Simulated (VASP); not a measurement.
# TiC (Fm-3m) in VASP: single point with r2SCAN

Aim: the single point of TiC with r2SCAN.

All numbers are computed with VASP 6.6.1; they aren't measurements. Logs are shortened: lines on timing, memory, paths and dates and some standing lists are left out, and cuts for length are marked.

**1. The cell of the first run**

Symmetry: Fm-3m, No. 225, cubic system. The conventional cell has a = 4.328 Å, b = 4.328 Å, c = 4.328 Å, α = 90.00°, β = 90.00°, γ = 90.00°. Ti (site symmetry m-3m) has 6 C at 2.16 Å within 2.9 Å. C (site symmetry m-3m) has 6 Ti at 2.16 Å within 2.9 Å.

**2. Single point, r2SCAN**

File POSCAR:

```
TiC
1.0
    0.0000000000      2.1640000000      2.1640000000
    2.1640000000      0.0000000000      2.1640000000
    2.1640000000      2.1640000000      0.0000000000
Ti C
1 1
Direct
    0.0000000000      0.0000000000      0.0000000000
    0.5000000000      0.5000000000      0.5000000000
```

File INCAR.step1:

```
SYSTEM = TiC
PREC = Accurate ; ENCUT = 660
ISMEAR = 0 ; SIGMA = 0.1
LREAL = .False. ; LASPH = .True.
NELM = 120 ; NBANDS = 15
GGA = PE ; ALGO = Normal
EDIFF = 1E-5 ; LWAVE = .True.
LCHARG = .False. ; GGA_COMPAT = .False.
```

File INCAR.step2:

```
SYSTEM = TiC
PREC = Accurate ; ENCUT = 660
EDIFF = 1E-6 ; ISMEAR = 0
SIGMA = 0.1 ; LREAL = .False.
LASPH = .True. ; NELM = 120
ALGO = Normal ; ISIF = 2
LWAVE = .False. ; LCHARG = .False.
METAGGA = R2SCAN ; LMIXTAU = .True.
NBANDS = 15 ; ISTART = 1
GGA_COMPAT = .False.
```

File KPOINTS:

```
regular mesh
0
Gamma
  8 8 8
  0 0 0
```

Potentials or basis: VASP PAW PBE potentials, release 64 (Ti_sv, C).

Launch:

```console
$ cat potpaw_PBE.64/Ti_sv/POTCAR potpaw_PBE.64/C/POTCAR > POTCAR
$ cp INCAR.step1 INCAR
$ mpirun -np 1 vasp_std > vasp.out
$ cp INCAR.step2 INCAR
$ mpirun -np 1 vasp_std > vasp.out
```

OUTCAR:

```text
SYSTEM = TiC
   PREC = Accurate
   ENCUT = 660
   EDIFF = 1E-6
   ISMEAR = 0
   LREAL = .False.
   LASPH = .True.
   NELM = 120
   ISIF = 2
   METAGGA = R2SCAN
   ISTART = 1

 ion  position               nearest neighbor table
   1  0.000  0.000  0.000-   2 2.16   2 2.16   2 2.16   2 2.16   2 2.16   2 2.16
   2  0.500  0.500  0.500-   1 2.16   1 2.16   1 2.16   1 2.16   1 2.16   1 2.16

  LATTYP: Found a face centered cubic cell.
 ALAT       =     4.3280000000

  Lattice vectors:

 A1 = (   0.0000000000,   2.1640000000,   2.1640000000)
 A2 = (   2.1640000000,   0.0000000000,   2.1640000000)
 A3 = (   2.1640000000,   2.1640000000,   0.0000000000)

Analysis of symmetry for initial positions (statically):
=====================================================================
 Subroutine PRICEL returns:
 Original cell was already a primitive cell.

 Routine SETGRP: Setting up the symmetry group for a
 face centered cubic supercell.

 Subroutine GETGRP returns: Found 48 space group operations
 (whereof 48 operations were pure point group operations)
 out of a pool of 48 trial point group operations.

The static configuration has the point symmetry O_h .

Analysis of symmetry for dynamics (positions and initial velocities):
=====================================================================
 Subroutine PRICEL returns:
 Original cell was already a primitive cell.

 Routine SETGRP: Setting up the symmetry group for a
 face centered cubic supercell.

 Subroutine GETGRP returns: Found 48 space group operations
 (whereof 48 operations were pure point group operations)
 out of a pool of 48 trial point group operations.

The dynamic configuration has the point symmetry O_h .

 Subroutine INISYM returns: Found 48 space group operations
 (whereof 48 operations are pure point group operations),
 and found     1 'primitive' translations

----------------------------------------------------------------------------------------

                                     Primitive cell

  volume of cell :      20.2676

  direct lattice vectors                    reciprocal lattice vectors
     0.000000000  2.164000000  2.164000000    -0.231053604  0.231053604  0.231053604
     2.164000000  0.000000000  2.164000000     0.231053604 -0.231053604  0.231053604
     2.164000000  2.164000000  0.000000000     0.231053604  0.231053604 -0.231053604

  length of vectors
     3.060358149  3.060358149  3.060358149     0.400196582  0.400196582  0.400196582

[... 79 lines left out ...]
   NELM   =    120;   NELMIN=  2; NELMDL=  0     # of ELM steps
   EDIFF  = 0.1E-05   stopping-criterion for ELM
   LREAL  =      F    real-space projection
[... 7 lines left out ...]
   TEBEG  =    0.0;   TEEND  =   0.0 temperature during run
   PSTRESS=    0.0 pullay stress
   NELECT =      16.0000    total number of electrons
   NUPDOWN=      -1.0000    fix difference up-down
   EMIN   =  10.00;   EMAX   =-10.00  energy-range for DOS
   EFERMI =   0.00;   METHOD = LEGACY
   ISMEAR =     0;   SIGMA  =   0.10  broadening in eV -4-tet -1-fermi 0-gaus
   EFERMI_NEDOS =   21; number of points for ismear=-14 and -15
   IALGO  =     38    algorithm
   IMIX   =      4    mixing-type and parameters
     AMIX     =   0.40;   BMIX     =  1.00
     AMIX_MAG =   1.60;   BMIX_MAG =  1.00
  volume/ion in A,a.u.               =      10.13        68.39
  Fermi-wavevector in a.u.,A,eV,Ry     =   1.513030  2.859212 31.147275  2.289260
  Thomas-Fermi vector in A             =   2.622876
   LORBIT       =      0    0 simple, 1 ext, 2 COOP (PROOUT), +10 PAW based schemes
   METAGGA = R2SCAN    functional components
   LHFCALC =     F    Hartree Fock is set to
   AEXX    =    0.0000 exact exchange contribution
   IVDW    =     0    specifies the selected vdW correction
   LEPSILON=     F    determine dielectric tensor
   LRPA    =     F    only Hartree local field effects (RPA)
 non-spin polarized calculation
 Gauss-broadening in eV      SIGMA  =   0.10
  energy-cutoff  :      660.00
  volume of cell :       20.27
 maximum number of plane-waves:       799
 NGX is ok and might be reduce to    28
   NGX = 13   NGY = 13   NGZ = 13

 number of electron      16.0000001 magnetization

 Free energy of the ion-electron system (eV)
  ---------------------------------------------------
  ext. energy  EPLUGINS =         0.00000000
  ---------------------------------------------------
  free energy    TOTEN  =       -24.87309590 eV

  energy without entropy =      -24.87215247  energy(sigma->0) =      -24.87262418

 E-fermi :   9.4418     XC(G=0): -13.6020

 val. band max:        9.3748068074   @ k =   0.5000   0.5000   0.0000
 cond. band min:       9.5384683461   @ k =   0.1250   0.1250   0.0000
 fundamental gap:      0.1636615388
 Fermi energy:         9.4418470012

 k-point     1 :       0.0000    0.0000    0.0000
  band No.  band energies     occupation
      1     -49.4579      2.00000
      2     -24.4354      2.00000
      3     -24.4354      2.00000
      4     -24.4354      2.00000
      5      -3.6972      2.00000
      6      10.3808      0.00000
      7      10.3808      0.00000
      8      10.3808      0.00000
      9      11.1888      0.00000
     10      11.1888      0.00000
     11      11.1888      0.00000
     12      11.2356      0.00000
     13      11.2356      0.00000
     14      20.7525      0.00000
[... 401 lines left out ...]
      2     -24.8732      2.00000
      3     -24.6160      2.00000
      4     -24.5275      2.00000
      5      -0.5076      2.00000
      6       4.4349      2.00000
      7       6.3126      2.00000
      8       6.7857      2.00000
      9      12.3262      0.00000
     10      12.5209      0.00000
     11      13.5772      0.00000
     12      16.1590      0.00000
     13      16.6078      0.00000
     14      21.1263      0.00000
     15      24.4486      0.00000

 [... further k-points ...]
[... 5 lines left out ...]
  --------------------------------------------------------------------------------------
  -------------------------------------------------------------------------------------
  Total        0.0933751      0.0933751      0.0933751      0.0000000      0.0000000      0.0000000
  in kB        7.3814228      7.3814228      7.3814228      0.0000000      0.0000000      0.0000000
  external PRESSURE =       7.3814228 kB  Pullay stress =       0.0000000 kB

 VOLUME and BASIS-vectors are now :
 -----------------------------------------------------------------------------
  energy-cutoff  :      660.00
  volume of cell :       20.27
      direct lattice vectors                 reciprocal lattice vectors
     0.000000000  2.164000000  2.164000000    -0.231053604  0.231053604  0.231053604
     2.164000000  0.000000000  2.164000000     0.231053604 -0.231053604  0.231053604
     2.164000000  2.164000000  0.000000000     0.231053604  0.231053604 -0.231053604

 POSITION                                       TOTAL-FORCE (eV/Angst)
 -----------------------------------------------------------------------------------
      0.00000      0.00000      0.00000        -0.000000     -0.000000     -0.000000
      2.16400      2.16400      2.16400         0.000000      0.000000      0.000000
 -----------------------------------------------------------------------------------
    total drift:                               -0.000000      0.000000      0.000000

  FREE ENERGIE OF THE ION-ELECTRON SYSTEM (eV)
  ---------------------------------------------------
  free  energy   TOTEN  =       -24.8730958985 eV

  energy  without entropy=      -24.8721524652  energy(sigma->0) =      -24.87262418
```

OUTCAR.step1:

```text
SYSTEM = TiC
   PREC = Accurate
   ENCUT = 660
   ISMEAR = 0
   LREAL = .False.
   LASPH = .True.
[... 654 lines left out ...]
      0.00000      0.00000      0.00000         0.000000      0.000000      0.000000
      2.16400      2.16400      2.16400        -0.000000     -0.000000     -0.000000
 -----------------------------------------------------------------------------------
    total drift:                               -0.000000      0.000000      0.000000

  FREE ENERGIE OF THE ION-ELECTRON SYSTEM (eV)
  ---------------------------------------------------
  free  energy   TOTEN  =       -18.7100866579 eV

  energy  without entropy=      -18.7082817559  energy(sigma->0) =      -18.70918421
```

It took 69 s on 1 thread of AMD EPYC 7R43 (Zen 3), shared host; peak memory 0.14 GiB.

What came out:

| Property | Result |
| --- | --- |
| Free energy | -24.8731 eV |
| Pressure | 0.7 GPa |
| Band gap on the k mesh | zero (bands 8 and 9 overlap by 1.32 eV) |

Caveat: the PAW data sets were made with another functional, which shifts forces and pressure a little.

The gap in the log of VASP goes by the Fermi energy; the results here count the filled bands.